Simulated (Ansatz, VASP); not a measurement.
AgI in VASP and in Ansatz

```xyz
2
Lattice="0.0000 3.2886 3.2886 3.2886 0.0000 3.2886 3.2886 3.2886 0.0000" Properties=species:S:1:pos:R:3 pbc="T T T"
Ag    0.0000    0.0000    0.0000
I     1.6443    1.6443    1.6443
```

Alike in both runs: task single point; functional r2SCAN; k mesh 4 × 4 × 4; no spin polarisation.

```csv
,VASP,Ansatz
version,VASP 6.6.1,Ansatz 0.2.0
potentials or method,"VASP PAW PBE potentials, release 64 (Ag, I)","plane waves, PAW"
plane-wave cutoff (eV),550,500
occupations,"gaussian, width 0.01 eV",fixed
valence electrons in the cell,18,36
```

Ansatz gave:

| Property | Result |
| --- | --- |
| gap on the k mesh at the Fermi level (eV) | 1.82 |

Q: Which values does VASP return?

A: gap on the k mesh at the Fermi level (eV): 1.79.

VASP's potentials were made for PBE, not for r2SCAN. VASP's potentials hold 18 valence electrons a cell and Ansatz's 36, so a difference there can come from the potentials and not from the codes.

Spin-orbit coupling is off throughout.
